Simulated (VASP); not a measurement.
# Si (P6/mmm) in VASP: a series of runs

The runs below take Si through single point, with LDA.

All numbers are computed with VASP 6.6.1; they aren't measurements. Logs are shortened: lines on timing, memory, paths and dates and some standing lists are left out, and cuts for length are marked.

## Step 1: The cell of the first run

Symmetry: P6/mmm, No. 191, hexagonal system. Conventional cell: a = 2.694 Å, b = 2.694 Å, c = 2.333 Å, α = 90.00°, β = 90.00°, γ = 120.00°. Si (site symmetry 6/mmm) has 8 Si at 2.33 to 2.69 Å within 3.1 Å.

## Step 2: Single point, LDA

INCAR

```
SYSTEM = Si
ALGO     = Normal         ! electronic algorithm
EDIFF    = 1E-6           ! SCF threshold, eV
ENCUT    = 520            ! plane-wave cutoff, eV
ISIF     = 2              ! what is computed and relaxed
ISMEAR   = 0              ! smearing method
LASPH    = .True.         ! aspherical terms in the spheres
LCHARG   = .False.        ! write CHGCAR
LREAL    = .False.        ! projectors in reciprocal space
LWAVE    = .False.        ! write WAVECAR
NBANDS   = 8              ! bands
NELM     = 80             ! most SCF steps
PREC     = Accurate       ! precision mode
SIGMA    = 0.15           ! smearing width, eV
```

KPOINTS

```
k-points
0
Gamma
  24 24 22
  0 0 0
```

POSCAR

```
Si
1.0
    2.6943994669      0.0000000000      0.0000000000
   -1.3471997335      2.3334183863      0.0000000000
    0.0000000000      0.0000000000      2.3329962032
Si
1
Direct
    0.0000000000      0.0000000000      0.0000000000
```

Potentials or basis: VASP PAW LDA potentials, release 64 (Si).

On the command line:

```bash
> cat potpaw_LDA.64/Si/POTCAR > POTCAR
> mpirun -np 1 vasp_std > vasp.out
```

OUTCAR:

```text
SYSTEM = Si
   EDIFF = 1E-6
   ENCUT = 520
   ISIF = 2
   ISMEAR = 0
   LASPH = .True.
   LREAL = .False.
   NELM = 80
   PREC = Accurate

 ion  position               nearest neighbor table
   1  0.000  0.000  0.000-

  LATTYP: Found a hexagonal cell.
 ALAT       =     2.6943994669
 C/A-ratio  =     0.8658687147

  Lattice vectors:

 A1 = (   2.6943994669,   0.0000000000,   0.0000000000)
 A2 = (  -1.3471997335,   2.3334183863,   0.0000000000)
 A3 = (   0.0000000000,   0.0000000000,   2.3329962032)

Analysis of symmetry for initial positions (statically):
=====================================================================
 Subroutine PRICEL returns:
 Original cell was already a primitive cell.

 Routine SETGRP: Setting up the symmetry group for a
 hexagonal supercell.

 Subroutine GETGRP returns: Found 24 space group operations
 (whereof 24 operations were pure point group operations)
 out of a pool of 24 trial point group operations.

The static configuration has the point symmetry D_6h.

Analysis of symmetry for dynamics (positions and initial velocities):
=====================================================================
 Subroutine PRICEL returns:
 Original cell was already a primitive cell.

 Routine SETGRP: Setting up the symmetry group for a
 hexagonal supercell.

 Subroutine GETGRP returns: Found 24 space group operations
 (whereof 24 operations were pure point group operations)
 out of a pool of 24 trial point group operations.

The dynamic configuration has the point symmetry D_6h.

 Subroutine INISYM returns: Found 24 space group operations
 (whereof 24 operations are pure point group operations),
 and found     1 'primitive' translations

----------------------------------------------------------------------------------------

                                     Primitive cell

  volume of cell :      14.6679

  direct lattice vectors                    reciprocal lattice vectors
     2.694399467  0.000000000  0.000000000     0.371140216  0.214277904  0.000000000
    -1.347199734  2.333418386  0.000000000     0.000000000  0.428555807  0.000000000
     0.000000000  0.000000000  2.332996203     0.000000000  0.000000000  0.428633359

  length of vectors
     2.694399467  2.694399467  2.332996203     0.428555807  0.428555807  0.428633359

  position of ions in fractional coordinates (direct lattice)
     0.000000000  0.000000000  0.000000000

  ion indices of the primitive-cell ions
   primitive index   ion index
                 1           1
[... 75 lines left out ...]
   NSW    =      0    number of steps for IOM
   IBRION =     -1    ionic relax: 0-MD 1-quasi-New 2-CG
   NFREE  =      0    steps in history (QN), initial steepest desc. (CG)
   ISIF   =      2    stress and relaxation
   ISYM   =      2    0-nonsym 1-usesym 2-fastsym
   POTIM  = 0.5000    time-step for ionic-motion
   TEBEG  =    0.0;   TEEND  =   0.0 temperature during run
   PSTRESS=    0.0 pullay stress
   NELECT =       4.0000    total number of electrons
   NUPDOWN=      -1.0000    fix difference up-down
   EMIN   =  10.00;   EMAX   =-10.00  energy-range for DOS
   EFERMI =   0.00;   METHOD = LEGACY
   ISMEAR =     0;   SIGMA  =   0.15  broadening in eV -4-tet -1-fermi 0-gaus
   EFERMI_NEDOS =   21; number of points for ismear=-14 and -15
   IALGO  =     38    algorithm
   IMIX   =      4    mixing-type and parameters
     AMIX     =   0.40;   BMIX     =  1.00
     AMIX_MAG =   1.60;   BMIX_MAG =  1.00
  volume/ion in A,a.u.               =      14.67        98.98
  Fermi-wavevector in a.u.,A,eV,Ry     =   1.061627  2.006184 15.334472  1.127052
  Thomas-Fermi vector in A             =   2.197050
   LORBIT       =      0    0 simple, 1 ext, 2 COOP (PROOUT), +10 PAW based schemes
   GGA     = CA    functional components
   LHFCALC =     F    Hartree Fock is set to
   AEXX    =    0.0000 exact exchange contribution
   IVDW    =     0    specifies the selected vdW correction
   LEPSILON=     F    determine dielectric tensor
   LRPA    =     F    only Hartree local field effects (RPA)
 non-spin polarized calculation
 Gauss-broadening in eV      SIGMA  =   0.15
  energy-cutoff  :      520.00
  volume of cell :       14.67
 maximum number of plane-waves:       414
 NGX is ok and might be reduce to    20

 number of electron       4.0000000 magnetization

 Free energy of the ion-electron system (eV)
  ---------------------------------------------------
  ext. energy  EPLUGINS =         0.00000000
  ---------------------------------------------------
  free energy    TOTEN  =        -5.68959965 eV

  energy without entropy =       -5.68580717  energy(sigma->0) =       -5.68770341

 E-fermi :   9.6744     XC(G=0): -11.1451

 val. band max:        9.6621342912   @ k =   0.2083   0.1250   0.1364
 cond. band min:       9.6842658425   @ k =   0.4167   0.0417   0.5000
 fundamental gap:      0.0221315513
 Fermi energy:         9.6743852797

 k-point     1 :       0.0000    0.0000    0.0000
  band No.  band energies     occupation
      1      -4.4316      2.00000
      2      17.7333      0.00000
      3      18.3116      0.00000
      4      18.3116      0.00000
      5      20.3181      0.00000
      6      21.0303      0.00000
      7      21.0303      0.00000
      8      26.3623      0.00000
[... 243 lines left out ...]
 k-point    24 :       0.4583    0.0417    0.0000
  band No.  band energies     occupation
      1       1.2639      2.00000
      2       3.0139      2.00000
      3      12.9175      0.00000
      4      16.3580      0.00000
      5      24.5125      0.00000
      6      26.8759      0.00000
      7      27.2305      0.00000
      8      31.0955      0.00000

 [... further k-points ...]

------------------------ aborting loop because EDIFF is reached ----------------------------------------

  FORCE on cell =-STRESS in cart. coord.  units (eV):
  Direction    XX          YY          ZZ          XY          YZ          ZX
  --------------------------------------------------------------------------------------
  -------------------------------------------------------------------------------------
  Total       -0.5205341     -0.5205341      1.4607264      0.0000000      0.0000000      0.0000000
  in kB      -56.8579398    -56.8579398    159.5551545      0.0000000      0.0000000      0.0000000
  external PRESSURE =      15.2797583 kB  Pullay stress =       0.0000000 kB

 VOLUME and BASIS-vectors are now :
 -----------------------------------------------------------------------------
  energy-cutoff  :      520.00
  volume of cell :       14.67
      direct lattice vectors                 reciprocal lattice vectors
     2.694399467  0.000000000  0.000000000     0.371140216  0.214277904  0.000000000
    -1.347199734  2.333418386  0.000000000     0.000000000  0.428555807  0.000000000
     0.000000000  0.000000000  2.332996203     0.000000000  0.000000000  0.428633359

 POSITION                                       TOTAL-FORCE (eV/Angst)
 -----------------------------------------------------------------------------------
      0.00000      0.00000      0.00000         0.000000      0.000000      0.000000
 -----------------------------------------------------------------------------------
    total drift:                               -0.000000     -0.000000      0.000000

  FREE ENERGIE OF THE ION-ELECTRON SYSTEM (eV)
  ---------------------------------------------------
  free  energy   TOTEN  =        -5.6895996456 eV

  energy  without entropy=       -5.6858071726  energy(sigma->0) =       -5.68770341
```

stdout:

```text
POSCAR found type information on POSCAR Si
 POSCAR found :  1 types and       1 ions
 scaLAPACK will be used
 LDA part: xc-table for (Slater(with rela. corr.)+CA(PZ))
 , standard interpolation
 POSCAR, INCAR and KPOINTS ok, starting setup
 FFT: planning ... GRIDC
 FFT: planning ... GRID_SOFT
 FFT: planning ... GRID
 WAVECAR not read
 entering main loop
```

It took 32 s on 1 thread of Intel Xeon Platinum 8375C at 2.90GHz (Ice Lake), shared host; peak memory 0.17 GiB.

Results:

```
Free energy            : -5.6896 eV
Pressure               : 1.5 GPa
Band gap on the k mesh : zero (band 2 reaches 17.73 eV, above the bottom of band 3 at 4.90 eV)
```

Levels at points of the mesh, in eV from the Fermi level:
```csv
k point,band 1,band 2,band 3,band 4,band 5
"(0.00, 0.00, 0.00)",-14.11,8.06,8.64,8.64,10.64
"(0.50, 0.00, 0.00)",-8.27,-6.88,4.04,5.83,14.88
"(0.00, 0.00, 0.50)",-8.12,-7.08,13.11,13.11,14.94
"(0.50, 0.00, 0.50)",-2.65,-2.07,-1.34,1.54,8.59
```

## Step 3: Single point, LDA

This run uses another cell than the first one, of the same volume but with other edges.

INCAR

```
PREC = Accurate ; ENCUT = 520
EDIFF = 1E-7 ; ISMEAR = 0
SIGMA = 0.15 ; LREAL = False
LASPH = True ; NELM = 80
ALGO = Normal ; ISIF = 2
LWAVE = False ; LCHARG = False
GGA = CA ; NBANDS = 8
```

KPOINTS

```
regular mesh
0
Gamma
  24 24 22
```

POSCAR

```
Si
1.0
    2.5385966228      0.0000000000      0.0000000000
   -1.2692983114      2.1984891653      0.0000000000
    0.0000000000      0.0000000000      2.6281527546
Si
1
Direct
    0.0000000000      0.0000000000      0.0000000000
```

Potentials or basis: VASP PAW LDA potentials, release 64 (Si).

On the command line:

```bash
> cat potpaw_LDA.64/Si/POTCAR > POTCAR
> mpirun -np 1 vasp_std > vasp.out
```

Run time: 40 s. Hardware: 1 thread of Intel Xeon Platinum 8375C at 2.90GHz (Ice Lake), shared host; peak memory 0.17 GiB.

Results (log left out):

```yaml
Free_energy: -5.6695 eV
Pressure: 0.1 GPa
Band_gap_on_the_k_mesh: zero (band 2 reaches 15.30 eV, above the bottom of band 3 at 5.28 eV)
```

Stress tensor (GPa, compression positive):
```
  7.32   0.00   0.00
  0.00   7.32   0.00
  0.00   0.00 -14.43
```

Levels at points of the mesh, in eV from the Fermi level:
| k point | band 1 | band 2 | band 3 | band 4 | band 5 | band 6 | band 7 |
| --- | --- | --- | --- | --- | --- | --- | --- |
| (0.00, 0.00, 0.00) | -14.13 | 5.22 | 6.37 | 12.09 | 12.09 | 13.26 | 13.26 |
| (0.50, 0.00, 0.00) | -6.92 | -6.69 | 6.32 | 7.28 | 10.66 | 12.82 | 16.47 |
| (0.00, 0.00, 0.50) | -10.38 | -7.24 | 14.69 | 14.69 | 15.14 | 15.14 | 18.25 |
| (0.50, 0.00, 0.50) | -3.79 | -2.50 | -1.42 | 1.58 | 9.00 | 12.29 | 13.66 |

## Step 4: Single point, LDA

This run uses another cell than the first one, of the same volume but with other edges.

INCAR

```
ALGO = Normal
EDIFF = 1E-7
ENCUT = 520
ISIF = 2
ISMEAR = 0
LASPH = True
LCHARG = True
LELF = True
LREAL = False
LVHAR = True
LWAVE = False
NBANDS = 8
NELM = 80
PREC = Accurate
SIGMA = 0.15
```

KPOINTS

```
k-points
0
Gamma
  24 24 22
```

POSCAR

```
Si
1.0
    2.6564451230      0.0000000000      0.0000000000
   -1.3282225615      2.3005489603      0.0000000000
    0.0000000000      0.0000000000      2.4001384948
Si
1
Direct
    0.0000000000      0.0000000000      0.0000000000
```

On the command line:

```bash
> cat potpaw_LDA.64/Si/POTCAR > POTCAR
> mpirun -np 1 vasp_std > vasp.out
```

Wall time 36 s (1 thread of Intel Xeon Platinum 8375C at 2.90GHz (Ice Lake), shared host); peak memory 0.17 GiB.

It converged, with:

- Free energy: -5.7287 eV
- Pressure: -0.1 GPa
- Band gap on the k mesh: zero (band 2 reaches 17.53 eV, above the bottom of band 3 at 5.01 eV)

Stress tensor (GPa, compression positive):
```
-3.07  0.00  0.00
 0.00 -3.07  0.00
 0.00  0.00  5.91
```

Levels at points of the mesh, in eV from the Fermi level:
```tsv
k point	band 1	band 2	band 3	band 4	band 5	band 6
(0.00, 0.00, 0.00)	-14.10	7.86	9.21	9.43	9.43	11.81
(0.50, 0.00, 0.00)	-7.94	-6.83	4.57	6.19	13.72	16.22
(0.00, 0.00, 0.50)	-8.69	-7.15	13.40	13.40	14.93	14.93
(0.50, 0.00, 0.50)	-2.53	-2.39	-1.66	1.50	8.63	11.91
```

## Step 5: Overview

| cell | gap on the mesh (eV) | pressure (GPa) |
| --- | --- | --- |
| a = 2.694, b = 2.694, c = 2.333 Å, angles 90.0, 90.0, 120.0°, 1 atom | none | 1.5 |
| a = 2.539, b = 2.539, c = 2.628 Å, angles 90.0, 90.0, 120.0°, 1 atom | none | 0.1 |
| a = 2.656, b = 2.656, c = 2.400 Å, angles 90.0, 90.0, 120.0°, 1 atom | none | -0.1 |

Alike in all rows: task single point; level LDA; potentials or basis VASP PAW LDA potentials, release 64 (Si); no spin polarisation; k mesh 24 × 24 × 22; cutoff (eV) 520; smearing gaussian 0.15 eV.

Total energies depend on the potentials used, so only differences within one code and one set of settings carry meaning.
